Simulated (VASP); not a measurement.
# Be2ZnO3: single point with PBE

The system is Be2ZnO3.

```
Be Zn O
1.0
     4.90972    0.00000    0.00000
    -2.45486    4.25194    0.00000
     0.00000    0.00000    2.36474
Be Zn O
2 1 3
Direct
  0.33333 0.66667 0.00000
  0.66667 0.33333 0.00000
  0.00000 0.00000 0.00000
  0.50000 0.00000 0.50000
  0.50000 0.50000 0.50000
  0.00000 0.50000 0.50000
```

The cell was built from a structure type or drawn by symmetry, and may not be a known phase.

| Property | Result |
| --- | --- |
| Program | VASP 6.6.1 |
| Task | single point |
| Functional | PBE |
| Potentials or basis | VASP PAW PBE potentials, release 64 (Be, Zn, O) |
| Cutoff | 520 eV |
| k mesh | 6 × 6 × 8 |
| Occupations | gaussian, width 0.1 eV |
| Spin | collinear spin, ferromagnetic start |
| Starting moments | [0.0, 0.0, 0.0, 1.0, 1.0, 1.0] μB |
| Dipole correction | no |
| Further INCAR settings | ALGO = Normal; EDIFF = 1e-07; NBANDS = 30 |

```
Pressure                                              : 0.4 GPa
Band gap on the k mesh                                : zero (filled and empty bands overlap)
Net moment                                            : 0.00 μB per cell
Valence electrons inside the program's atomic spheres : Be 0.90; Zn 10.58; O 5.03
```

Stress tensor (GPa, compression positive):
```
-0.77  0.00  0.00
 0.00 -0.77  0.00
 0.00  0.00  2.65
```

Levels at points of the mesh, in eV from the Fermi level:
Spin up:
```
           k point  band 15  band 16  band 17  band 18  band 19  band 20
(0.00, 0.00, 0.00)    -1.00    -0.68     0.29     0.29     7.64     7.64
(0.50, 0.00, 0.00)    -0.59    -0.19     0.29     0.51     3.79     6.46
(0.00, 0.00, 0.50)     0.04     0.04     0.13     1.78     4.69     4.92
(0.50, 0.00, 0.50)    -1.67    -1.52     0.06     2.91     3.54     7.13
```
Spin down:
| k point | band 15 | band 16 | band 17 | band 18 | band 19 | band 20 |
| --- | --- | --- | --- | --- | --- | --- |
| (0.00, 0.00, 0.00) | -1.00 | -0.68 | 0.29 | 0.29 | 7.64 | 7.64 |
| (0.50, 0.00, 0.00) | -0.59 | -0.19 | 0.29 | 0.51 | 3.79 | 6.46 |
| (0.00, 0.00, 0.50) | 0.04 | 0.04 | 0.13 | 1.78 | 4.69 | 4.92 |
| (0.50, 0.00, 0.50) | -1.67 | -1.52 | 0.06 | 2.91 | 3.54 | 7.13 |

Run time: 2.8 min on 1 thread of Intel Xeon 8259CL (shared host), peak memory 0.24 GiB.
